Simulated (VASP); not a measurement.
# Ti (P6_3/mmc) in VASP: single point with LDA

Aim: the single point of Ti with LDA.

Everything below comes from runs of VASP 6.6.1. Logs are shortened: lines on timing, memory, paths and dates and some standing lists are left out, and cuts for length are marked.

### Step 1. The cell of the first run

The structure is hexagonal, space group P6_3/mmc (No. 194). The conventional cell has a = 2.862 Å, b = 2.862 Å, c = 4.534 Å, α = 90.00°, β = 90.00°, γ = 120.00°. Within 3.7 Å of Ti (site symmetry -6m2) lie 12 Ti at 2.81 to 2.86 Å.

### Step 2. Single point, LDA

Input file INCAR:

```
SYSTEM = Ti
PREC     = Accurate       ! precision mode
ENCUT    = 400            ! plane-wave cutoff, eV
EDIFF    = 1E-6           ! SCF threshold, eV
ISMEAR   = 1              ! smearing method
SIGMA    = 0.1            ! smearing width, eV
LREAL    = .False.        ! projectors in reciprocal space
LASPH    = .True.         ! aspherical terms in the spheres
NELM     = 120            ! most SCF steps
ALGO     = Normal         ! electronic algorithm
ISIF     = 2              ! what is computed and relaxed
LWAVE    = .False.        ! write WAVECAR
LCHARG   = .False.        ! write CHGCAR
GGA      = CA             ! functional
NBANDS   = 58             ! bands
GGA_COMPAT= .False.
```

Input file KPOINTS:

```
Automatic mesh
0
Gamma
  21 21 5
  0 0 0
```

Input file POSCAR:

```
Ti
1.0
    2.8621935850      0.0000000000      0.0000000000
   -1.4310967925      2.4787323551      0.0000000000
    0.0000000000      0.0000000000     18.1342975956
Ti
8
Direct
    0.0000000000      0.0000000000      0.0000000000
    0.3333333333      0.6666666667      0.1250000000
    0.0000000000      0.0000000000      0.2500000000
    0.3333333333      0.6666666667      0.3750000000
    0.0000000000      0.0000000000      0.5000000000
    0.3333333333      0.6666666667      0.6250000000
    0.0000000000      0.0000000000      0.7500000000
    0.3333333333      0.6666666667      0.8750000000
```

Potentials or basis: VASP PAW LDA potentials, release 64 (Ti_sv).

The run is started by

```
$ cat potpaw_LDA.64/Ti_sv/POTCAR > POTCAR
$ mpirun -np 1 vasp_std > vasp.out
```

OUTCAR:

```text
SYSTEM = Ti
   PREC = Accurate
   ENCUT = 400
   EDIFF = 1E-6
   ISMEAR = 1
   LREAL = .False.
   LASPH = .True.
   NELM = 120
   ISIF = 2
   GGA = CA

 ion  position               nearest neighbor table
   1  0.000  0.000  0.000-   2 2.81   8 2.81   2 2.81   8 2.81   2 2.81   8 2.81
   2  0.333  0.667  0.125-   1 2.81   3 2.81   1 2.81   3 2.81   1 2.81   3 2.81
   3  0.000  0.000  0.250-   2 2.81   4 2.81   2 2.81   4 2.81   2 2.81   4 2.81
   4  0.333  0.667  0.375-   3 2.81   5 2.81   3 2.81   5 2.81   3 2.81   5 2.81
   5  0.000  0.000  0.500-   4 2.81   6 2.81   4 2.81   6 2.81   4 2.81   6 2.81
   6  0.333  0.667  0.625-   5 2.81   7 2.81   5 2.81   7 2.81   5 2.81   7 2.81
   7  0.000  0.000  0.750-   6 2.81   8 2.81   6 2.81   8 2.81   6 2.81   8 2.81
   8  0.333  0.667  0.875-   1 2.81   7 2.81   1 2.81   7 2.81   1 2.81   7 2.81

  LATTYP: Found a hexagonal cell.
 ALAT       =     2.8621935850
 C/A-ratio  =     6.3358040108

  Lattice vectors:

 A1 = (   2.8621935850,   0.0000000000,   0.0000000000)
 A2 = (  -1.4310967925,   2.4787323551,   0.0000000000)
 A3 = (   0.0000000000,   0.0000000000,  18.1342975956)

Analysis of symmetry for initial positions (statically):
=====================================================================
 Subroutine PRICEL returns following result:

  LATTYP: Found a hexagonal cell.
 ALAT       =     2.8621935850
 C/A-ratio  =     1.5839510027

  Lattice vectors:

 A1 = (   2.8621935850,   0.0000000000,   0.0000000000)
 A2 = (  -1.4310967925,   2.4787323551,   0.0000000000)
 A3 = (   0.0000000000,   0.0000000000,   4.5335743989)

   4 primitive cells build up your supercell.

 Routine SETGRP: Setting up the symmetry group for a
 hexagonal supercell.

 Subroutine GETGRP returns: Found 24 space group operations
 (whereof 12 operations were pure point group operations)
 out of a pool of 24 trial point group operations.

The static configuration has the point symmetry D_3h.
 The point group associated with its full space group is D_6h.

Analysis of symmetry for dynamics (positions and initial velocities):
=====================================================================
 Subroutine PRICEL returns following result:

  LATTYP: Found a hexagonal cell.
 ALAT       =     2.8621935850
 C/A-ratio  =     1.5839510027

  Lattice vectors:

 A1 = (   2.8621935850,   0.0000000000,   0.0000000000)
 A2 = (  -1.4310967925,   2.4787323551,   0.0000000000)
 A3 = (   0.0000000000,   0.0000000000,   4.5335743989)

   4 primitive cells build up your supercell.

 Routine SETGRP: Setting up the symmetry group for a
 hexagonal supercell.

 Subroutine GETGRP returns: Found 24 space group operations
 (whereof 12 operations were pure point group operations)
 out of a pool of 24 trial point group operations.

The dynamic configuration has the point symmetry D_3h.
 The point group associated with its full space group is D_6h.

 Subroutine INISYM returns: Found 24 space group operations
 (whereof 12 operations are pure point group operations),
 and found     4 'primitive' translations

----------------------------------------------------------------------------------------

                                     Primitive cell

  volume of cell :      32.1640

  direct lattice vectors                    reciprocal lattice vectors
     2.862193585  0.000000000  0.000000000     0.349382378  0.201716010  0.000000000
    -1.431096792  2.478732355  0.000000000     0.000000000  0.403432020  0.000000000
     0.000000000  0.000000000  4.533574399     0.000000000  0.000000000  0.220576506

  length of vectors
     2.862193585  2.862193585  4.533574399     0.403432020  0.403432020  0.220576506

  position of ions in fractional coordinates (direct lattice)
     0.000000000  0.000000000  0.000000000
     0.333333333  0.666666667  0.500000000

  ion indices of the primitive-cell ions
   primitive index   ion index
                 1           1
                 2           2

----------------------------------------------------------------------------------------

 KPOINTS: Automatic mesh

Automatic generation of k-mesh.
 Grid dimensions read from file:
 generate k-points for:   21   21    5

 Generating k-lattice:

  Cartesian coordinates                     Fractional coordinates (reciprocal lattice)
     0.016637256  0.009605524  0.000000000     0.047619048  0.000000000  0.000000000
     0.000000000  0.019211049  0.000000000     0.000000000  0.047619048  0.000000000
     0.000000000  0.000000000  0.011028825     0.000000000  0.000000000  0.200000000

  Length of vectors
     0.019211049  0.019211049  0.011028825

  Shift w.r.t. Gamma in fractional coordinates (k-lattice)
     0.000000000  0.000000000  0.000000000

 Subroutine IBZKPT returns following result:
 ===========================================

 Found    144 irreducible k-points:

 Following reciprocal coordinates:
            Coordinates               Weight
  0.000000  0.000000  0.000000      1.000000
  0.047619 -0.000000  0.000000      6.000000
  0.095238 -0.000000  0.000000      6.000000
  0.142857  0.000000  0.000000      6.000000
  0.190476 -0.000000  0.000000      6.000000
  0.238095 -0.000000  0.000000      6.000000
[... 16 lines left out ...]
  0.142857  0.095238  0.000000     12.000000
  0.190476  0.095238  0.000000     12.000000
 [... further k-points ...]
   k-points           NKPTS =    144   k-points in BZ     NKDIM =    144   number of bands    NBANDS=     58
   number of dos      NEDOS =    301   number of ions     NIONS =      8
   total plane-waves  NPLWV =  48000
   dimension x,y,z NGX =    20 NGY =   20 NGZ =  120
   dimension x,y,z NGXF=    40 NGYF=   40 NGZF=  240
   ions per type =               8
   NGX,Y,Z   is equivalent  to a cutoff of  11.62, 11.62, 11.00 a.u.
   NGXF,Y,Z  is equivalent  to a cutoff of  23.23, 23.23, 22.00 a.u.
 SYSTEM =  Ti
   PREC   = accura    normal or accurate (medium, high low for compatibility)
   ISTART =      0    job   : 0-new  1-cont  2-samecut
   ICHARG =      2    charge: 1-file 2-atom 10-const
   ISPIN  =      1    spin polarized calculation?
   LNONCOLLINEAR =      F non collinear calculations
   LSORBIT =      F    spin-orbit coupling
   LASPH  =      T    aspherical Exc in radial PAW
   ENCUT  =  400.0 eV  29.40 Ry    5.42 a.u.   4.67  4.67 29.57*2*pi/ulx,y,z
   NELM   =    120;   NELMIN=  2; NELMDL= -5     # of ELM steps
   EDIFF  = 0.1E-05   stopping-criterion for ELM
   LREAL  =      F    real-space projection
   EDIFFG = 0.1E-04   stopping-criterion for IOM
   NSW    =      0    number of steps for IOM
   IBRION =     -1    ionic relax: 0-MD 1-quasi-New 2-CG
   NFREE  =      0    steps in history (QN), initial steepest desc. (CG)
   ISIF   =      2    stress and relaxation
   ISYM   =      2    0-nonsym 1-usesym 2-fastsym
   POTIM  = 0.5000    time-step for ionic-motion
   TEBEG  =    0.0;   TEEND  =   0.0 temperature during run
   PSTRESS=    0.0 pullay stress
   NELECT =      96.0000    total number of electrons
   NUPDOWN=      -1.0000    fix difference up-down
   EMIN   =  10.00;   EMAX   =-10.00  energy-range for DOS
   EFERMI =   0.00;   METHOD = LEGACY
   ISMEAR =     1;   SIGMA  =   0.10  broadening in eV -4-tet -1-fermi 0-gaus
   EFERMI_NEDOS =   21; number of points for ismear=-14 and -15
   IALGO  =     38    algorithm
   IMIX   =      4    mixing-type and parameters
     AMIX     =   0.40;   BMIX     =  1.00
     AMIX_MAG =   1.60;   BMIX_MAG =  1.00
  volume/ion in A,a.u.               =      16.08       108.53
  Fermi-wavevector in a.u.,A,eV,Ry     =   1.484871  2.806000 29.998703  2.204842
  Thomas-Fermi vector in A             =   2.598354
   LORBIT       =      0    0 simple, 1 ext, 2 COOP (PROOUT), +10 PAW based schemes
   GGA     = CA    functional components
   LHFCALC =     F    Hartree Fock is set to
   AEXX    =    0.0000 exact exchange contribution
   IVDW    =     0    specifies the selected vdW correction
   LEPSILON=     F    determine dielectric tensor
   LRPA    =     F    only Hartree local field effects (RPA)
 non-spin polarized calculation
 Methfessel and Paxton  Order N= 1 SIGMA  =   0.10
  energy-cutoff  :      400.00
  volume of cell :      128.66
 maximum number of plane-waves:      2369
 NGX is ok and might be reduce to    20
   NGX =  9   NGY =  9   NGZ = 59

 number of electron      95.9999939 magnetization

 Free energy of the ion-electron system (eV)
  ---------------------------------------------------
  ext. energy  EPLUGINS =         0.00000000
  ---------------------------------------------------
  free energy    TOTEN  =       -68.34484719 eV

  energy without entropy =      -68.34991622  energy(sigma->0) =      -68.34653687

 E-fermi :   8.9548     XC(G=0): -12.1586

 val. band max:        8.9534659338   @ k =   0.3810   0.2381   0.0000
 cond. band min:       8.9564127731   @ k =   0.0000   0.0000   0.4000
 fundamental gap:      0.0029468393
 Fermi energy:         8.9547668834

 k-point     1 :       0.0000    0.0000    0.0000
  band No.  band energies     occupation
      1     -47.1055      2.00000
      2     -47.0768      2.00000
      3     -47.0768      2.00000
      4     -47.0069      2.00000
      5     -47.0069      2.00000
      6     -46.9362      2.00000
[... 50 lines left out ...]
     57       9.8625     -0.00000
     58      10.0015     -0.00000

 k-point     2 :       0.0476   -0.0000    0.0000
  band No.  band energies     occupation
      1     -47.1020      2.00000
      2     -47.0736      2.00000
      3     -47.0736      2.00000
      4     -47.0048      2.00000
      5     -47.0047      2.00000
      6     -46.9345      2.00000
[... 50 lines left out ...]
     57       9.8797     -0.00000
     58      10.0279     -0.00000

 k-point     3 :       0.0952   -0.0000    0.0000
  band No.  band energies     occupation
      1     -47.0925      2.00000
      2     -47.0648      2.00000
      3     -47.0648      2.00000
      4     -46.9980      2.00000
      5     -46.9980      2.00000
      6     -46.9298      2.00000
[... 1216 lines left out ...]
      3     -47.0257      2.00000
      4     -46.9685      2.00000
      5     -46.9685      2.00000
      6     -46.9109      2.00000
[... 50 lines left out ...]
     57      10.0569     -0.00000
     58      10.2272     -0.00000

 k-point    24 :       0.1905    0.0952    0.0000
  band No.  band energies     occupation
      1     -47.0273      2.00000
      2     -47.0057      2.00000
      3     -47.0057      2.00000
      4     -46.9538      2.00000
      5     -46.9538      2.00000
      6     -46.9018      2.00000
[... 50 lines left out ...]
     57      10.0547     -0.00000
     58      10.0823     -0.00000

 [... further k-points ...]

------------------------ aborting loop because EDIFF is reached ----------------------------------------

  FORCE on cell =-STRESS in cart. coord.  units (eV):
  Direction    XX          YY          ZZ          XY          YZ          ZX
  --------------------------------------------------------------------------------------
  -------------------------------------------------------------------------------------
  Total       -0.6352761     -0.6352761     -0.6801802      0.0000000      0.0000000      0.0000000
  in kB       -7.9112246     -7.9112246     -8.4704245      0.0000000      0.0000000      0.0000000
  external PRESSURE =      -8.0976245 kB  Pullay stress =       0.0000000 kB

 VOLUME and BASIS-vectors are now :
 -----------------------------------------------------------------------------
  energy-cutoff  :      400.00
  volume of cell :      128.66
      direct lattice vectors                 reciprocal lattice vectors
     2.862193585  0.000000000  0.000000000     0.349382378  0.201716010  0.000000000
    -1.431096792  2.478732355  0.000000000     0.000000000  0.403432020  0.000000000
     0.000000000  0.000000000 18.134297596     0.000000000  0.000000000  0.055144126

 POSITION                                       TOTAL-FORCE (eV/Angst)
 -----------------------------------------------------------------------------------
      0.00000      0.00000      0.00000         0.000000      0.000000      0.000000
     -0.00000      1.65249      2.26679        -0.000000     -0.000000      0.000000
      0.00000      0.00000      4.53357         0.000000      0.000000     -0.000000
     -0.00000      1.65249      6.80036        -0.000000     -0.000000      0.000000
      0.00000      0.00000      9.06715         0.000000      0.000000      0.000000
     -0.00000      1.65249     11.33394        -0.000000     -0.000000     -0.000000
      0.00000      0.00000     13.60072         0.000000      0.000000      0.000000
     -0.00000      1.65249     15.86751        -0.000000      0.000000     -0.000000
 -----------------------------------------------------------------------------------
    total drift:                                0.000000     -0.000000     -0.000000

  FREE ENERGIE OF THE ION-ELECTRON SYSTEM (eV)
  ---------------------------------------------------
  free  energy   TOTEN  =       -68.3448471886 eV

  energy  without entropy=      -68.3499162187  energy(sigma->0) =      -68.34653687
```

Wall time 24 min (1 thread of Intel Xeon 8259CL, shared host); peak memory 0.53 GiB.

What came out:

```
Free energy            : -68.3448 eV
Pressure               : -0.8 GPa
Band gap on the k mesh : zero (bands 48 and 49 overlap by 0.93 eV)
```

Levels at points of the mesh, in eV from the Fermi level:
| k point | band 45 | band 46 | band 47 | band 48 | band 49 | band 50 | band 51 | band 52 |
| --- | --- | --- | --- | --- | --- | --- | --- | --- |
| (0.00, 0.00, 0.00) | 0.60 | 0.60 | 0.60 | 0.60 | 0.60 | 0.60 | 0.66 | 0.66 |
